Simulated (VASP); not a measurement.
# MgO (rock salt type) (Fm-3m) in VASP: a series of runs, part 2 of 2

VASP 6.6.1. Earlier steps stand in the parts before.

**4. Single point, PBE**

This run uses another cell than the first one, of 9.24 Å³/atom.

Input file INCAR:

```
PREC = Accurate ; ENCUT = 520
EDIFF = 1E-6 ; ISMEAR = -1
SIGMA = 0.06122561905347299 ; LREAL = False
LASPH = True ; NELM = 60
ALGO = Normal ; ISIF = 2
LWAVE = False ; LCHARG = True
GGA = PE ; LELF = True
LVHAR = True ; NBANDS = 11
```

Input file KPOINTS:

```
Automatic mesh
0
Gamma
  44 44 44
```

Input file POSCAR:

```
MgO
1.0
    0.0000000000      2.0984005160      2.0984005160
    2.0984005160      0.0000000000      2.0984005160
    2.0984005160      2.0984005160      0.0000000000
Mg O
1 1
Direct
    0.0000000000      0.0000000000      0.0000000000
    0.5000000000      0.5000000000      0.5000000000
```

Potentials or basis: VASP PAW PBE potentials, release 64 (Mg, O).

The run is started by

```
$ cat potpaw_PBE.64/Mg/POTCAR potpaw_PBE.64/O/POTCAR > POTCAR
$ mpirun -np 1 vasp_std > vasp.out
```

OUTCAR:

```text
PREC = Accurate
   ENCUT = 520
   EDIFF = 1E-6
   ISMEAR = -1
   LREAL = False
   LASPH = True
   NELM = 60
   ISIF = 2
   GGA = PE

 ion  position               nearest neighbor table
   1  0.000  0.000  0.000-   2 2.10   2 2.10   2 2.10   2 2.10   2 2.10   2 2.10
   2  0.500  0.500  0.500-   1 2.10   1 2.10   1 2.10   1 2.10   1 2.10   1 2.10

  LATTYP: Found a face centered cubic cell.
 ALAT       =     4.1968010320

  Lattice vectors:

 A1 = (   0.0000000000,   2.0984005160,   2.0984005160)
 A2 = (   2.0984005160,   0.0000000000,   2.0984005160)
 A3 = (   2.0984005160,   2.0984005160,   0.0000000000)

Analysis of symmetry for initial positions (statically):
=====================================================================
 Subroutine PRICEL returns:
 Original cell was already a primitive cell.

 Routine SETGRP: Setting up the symmetry group for a
 face centered cubic supercell.

 Subroutine GETGRP returns: Found 48 space group operations
 (whereof 48 operations were pure point group operations)
 out of a pool of 48 trial point group operations.

The static configuration has the point symmetry O_h .

Analysis of symmetry for dynamics (positions and initial velocities):
[... 165 lines left out ...]

 k-point     1 :       0.0000    0.0000    0.0000
  band No.  band energies     occupation
      1     -14.0505      2.00000
      2       3.2693      2.00000
      3       3.2693      2.00000
      4       3.2693      2.00000
      5       8.1024      0.00000
      6      19.1306      0.00000
      7      19.1306      0.00000
      8      19.1306      0.00000
      9      23.0761      0.00000
     10      24.8632      0.00000
     11      24.8632      0.00000
[... 309 lines left out ...]
 k-point    24 :       0.0227    0.0227    0.0000
  band No.  band energies     occupation
      1     -14.0429      2.00000
      2       3.2249      2.00000
      3       3.2608      2.00000
      4       3.2608      2.00000
      5       8.1523      0.00000
      6      19.0008      0.00000
      7      19.1497      0.00000
      8      19.1497      0.00000
      9      23.2410      0.00000
     10      24.7079      0.00000
     11      24.8793      0.00000

 [... further k-points ...]
[... 5 lines left out ...]
  --------------------------------------------------------------------------------------
  -------------------------------------------------------------------------------------
  Total        0.6719005      0.6719005      0.6719005     -0.0000000      0.0000000     -0.0000000
  in kB       58.2532799     58.2532799     58.2532799     -0.0000000      0.0000000     -0.0000000
  external PRESSURE =      58.2532799 kB  Pullay stress =       0.0000000 kB

 VOLUME and BASIS-vectors are now :
 -----------------------------------------------------------------------------
  energy-cutoff  :      520.00
  volume of cell :       18.48
      direct lattice vectors                 reciprocal lattice vectors
     0.000000000  2.098400516  2.098400516    -0.238276724  0.238276724  0.238276724
     2.098400516  0.000000000  2.098400516     0.238276724 -0.238276724  0.238276724
     2.098400516  2.098400516  0.000000000     0.238276724  0.238276724 -0.238276724

 POSITION                                       TOTAL-FORCE (eV/Angst)
 -----------------------------------------------------------------------------------
      0.00000      0.00000      0.00000        -0.000000     -0.000000      0.000000
      2.09840      2.09840      2.09840         0.000000      0.000000     -0.000000
 -----------------------------------------------------------------------------------
    total drift:                               -0.000000     -0.000000      0.000000

  FREE ENERGIE OF THE ION-ELECTRON SYSTEM (eV)
  ---------------------------------------------------
  free  energy   TOTEN  =       -11.8991154809 eV

  energy  without entropy=      -11.8991154809  energy(sigma->0) =      -11.89911548
```

OSZICAR:

```text
N       E                     dE             d eps       ncg     rms          rms(c)
DAV:   1     0.131118071514E+02    0.13112E+02   -0.46242E+03 55104   0.646E+02
DAV:   2    -0.129151964392E+02   -0.26027E+02   -0.25343E+02 55204   0.135E+02
DAV:   3    -0.134603653215E+02   -0.54517E+00   -0.54474E+00 57396   0.167E+01
DAV:   4    -0.134616668483E+02   -0.13015E-02   -0.13015E-02 52583   0.935E-01
DAV:   5    -0.134616710361E+02   -0.41877E-05   -0.41877E-05 56021   0.519E-02    0.723E+00
DAV:   6    -0.119155794987E+02    0.15461E+01   -0.86956E+00 49571   0.163E+01    0.220E+00
DAV:   7    -0.119045456959E+02    0.11034E-01   -0.52923E-02 53213   0.207E+00    0.134E+00
DAV:   8    -0.118994585304E+02    0.50872E-02   -0.26676E-02 50450   0.184E+00    0.229E-01
DAV:   9    -0.118991128729E+02    0.34566E-03   -0.53571E-04 55661   0.161E-01    0.129E-01
DAV:  10    -0.118991137171E+02   -0.84420E-06   -0.46337E-04 52928   0.159E-01    0.885E-03
DAV:  11    -0.118991156235E+02   -0.19064E-05   -0.23919E-06 55835   0.131E-02    0.526E-03
DAV:  12    -0.118991154809E+02    0.14262E-06   -0.56140E-07 29386   0.571E-03
   1 F= -.11899115E+02 E0= -.11899115E+02  d E =-.140308E-10
```

Run time: 2.4 min. Hardware: 1 thread of Intel Xeon Platinum 8559C (Emerald Rapids), shared host; peak memory 0.57 GiB.

What came out:

| Item | Value |
| --- | --- |
| Free energy | -11.8991 eV |
| Pressure | 5.8 GPa |
| Band gap on the k mesh | 4.83 eV |

Caveat: the cell stands under pressure. A k mesh can miss the band edges.

**5. Overview**

```csv
level,cell,k mesh,smearing,gap on the mesh (eV),pressure (GPa)
r2SCAN,"a = 3.048 Å, angles 60.0°, 2 atoms",14 × 14 × 14,fermi-dirac 0.1 eV,4.93,-11.8
PBE,"a = 2.947 Å, angles 60.0°, 2 atoms",44 × 44 × 44,fermi-dirac 0.0612256 eV,5.04,9.7
PBE,"a = 2.968 Å, angles 60.0°, 2 atoms",44 × 44 × 44,fermi-dirac 0.0612256 eV,4.83,5.8
```

Alike in all rows: task single point; potentials or basis VASP PAW PBE potentials, release 64 (Mg, O); no spin polarisation; cutoff (eV) 520.

Caveats: the cell stands under pressure (at least some runs); the cell stands under tension (at least some runs); the PAW data sets were made with another functional, which shifts forces and pressure a little (at least some runs).

Absolute energies hang on the potentials; compare differences alone.
